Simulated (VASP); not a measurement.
Bi3O:

```
Bi O
1.0
     3.14979    0.00000    0.00000
     0.00000    3.14979    0.00000
     0.00000    0.00000   10.36784
Bi O
3 1
Direct
  0.50000 0.50000 0.73428
  0.00000 0.00000 0.50000
  0.50000 0.50000 0.26572
  0.00000 0.00000 0.00000
```

| Item | Value |
| --- | --- |
| Program | VASP 6.6.1 |
| Task | relaxation of cell and atoms |
| Functional | PBE |
| Potentials or basis | VASP PAW PBE potentials, release 64 (Bi_d, O) |
| Cutoff | 600 eV |
| k mesh | 6 × 6 × 2 |
| Occupations | gaussian, width 0.1 eV |
| Spin | no spin polarisation |

At the start: pressure 8.4 GPa; volume 25.72 Å³/atom.

Question: How do energy, volume and symmetry change on relaxing?

Answer: Over 27 steps the energy falls by 894.3 meV/atom and the volume is 23.93 Å³/atom (-6.9 %); space group P4/mmm (No. 123, to 0.05 Å).

The path:
```csv
step,energy change (eV),largest force (eV/Å),pressure (GPa),volume (Å³)
1,0.0000,2.5245,8.42,102.86
2,-0.7219,1.1746,-4.71,124.10
3,-0.7408,1.3423,-3.32,120.28
4,-1.2500,1.6753,-3.59,115.25
5,-2.9063,1.6310,-1.43,99.41
6,43.8230,141.8780,234.30,64.36
7,-1.3047,3.0462,5.98,98.98
8,-2.0210,2.4108,17.85,82.23
9,-2.0913,1.9084,17.85,82.14
10,-2.1191,1.2394,18.16,82.02
11,-2.2909,1.2450,16.07,82.93
12,-2.5726,1.1871,12.13,85.68
13,-2.9407,1.0588,5.17,91.37
14,-3.0614,0.9665,-3.77,103.45
15,-3.0963,0.9749,-1.68,99.75
16,-3.0970,0.9774,-1.32,99.20
17,-3.1269,0.9749,-1.33,99.07
18,-3.2155,0.9091,-1.19,98.66
19,-3.3685,0.6838,-0.90,97.78
20,-3.5268,0.0144,0.38,95.77
21,-3.5390,0.1652,0.83,95.16
22,-3.5336,0.5504,2.10,93.87
23,-3.5445,0.3225,1.30,94.62
24,-3.5624,0.0179,-0.53,96.79
25,-3.5636,0.0414,-0.22,96.35
26,-3.5751,0.0484,-0.34,96.32
27,-3.5772,0.0340,0.11,95.73
```

Final structure:
```yaml
crystal:
  lattice:
    - [3.43178, 0.00000, 0.00000]
    - [0.00000, 3.43178, 0.00000]
    - [0.00000, 0.00000, 8.12821]
  atoms:
    - { symbol: Bi, position: [0.50000, 0.50000, 0.81382] }
    - { symbol: Bi, position: [0.00000, 0.00000, 0.50000] }
    - { symbol: Bi, position: [0.50000, 0.50000, 0.18618] }
    - { symbol: O, position: [0.00000, 0.00000, 0.00000] }
```
